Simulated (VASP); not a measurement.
Set up this calculation in VASP 6.6.1, as the native input.

```yaml
Task: single point
Functional: PBE
Potentials_or_basis: VASP PAW PBE potentials, release 64 (I)
Cutoff: 500 eV
k_mesh: 4 × 4 × 4
Occupations: gaussian, width 0.1 eV
Spin: no spin polarisation
Dipole_correction: no
Further_INCAR_settings: ALGO = Normal; EDIFF = 1e-06; NBANDS = 10
```

The structure of I lies in POSCAR:

```
I
1.0
    0.0000000000      2.3656004428      3.9098401324
    2.1922454667      0.0000000000      3.9098401324
    2.1922454667      2.3656004428      0.0000000000
I
1
Direct
    0.6520000000      0.5520000000      0.7270000000
```

One way to write it, as run:

INCAR

```
ALGO = Normal
EDIFF = 1E-6
ENCUT = 500
GGA = PE
GGA_COMPAT = F
ISIF = 2
ISMEAR = 0
LASPH = T
LCHARG = F
LREAL = F
LWAVE = F
NBANDS = 10
NELM = 120
PREC = Accurate
SIGMA = 0.1
```

KPOINTS

```
k-points
0
Gamma
  4 4 4
```

Potentials or basis: VASP PAW PBE potentials, release 64 (I).

Command:

```console
$ cat potpaw_PBE.64/I/POTCAR > POTCAR
$ mpirun -np 1 vasp_std > vasp.out
```

Results of the run:

The pressure is -1.2 GPa.

Caveat: the k points lie up to 0.53 Å⁻¹ apart; an odd number of electrons without spin polarisation forces a metal; a magnetic or distorted state may lie lower.

Wall time 17 s on 1 thread of Intel Xeon 8259CL (shared host), peak memory 0.17 GiB.
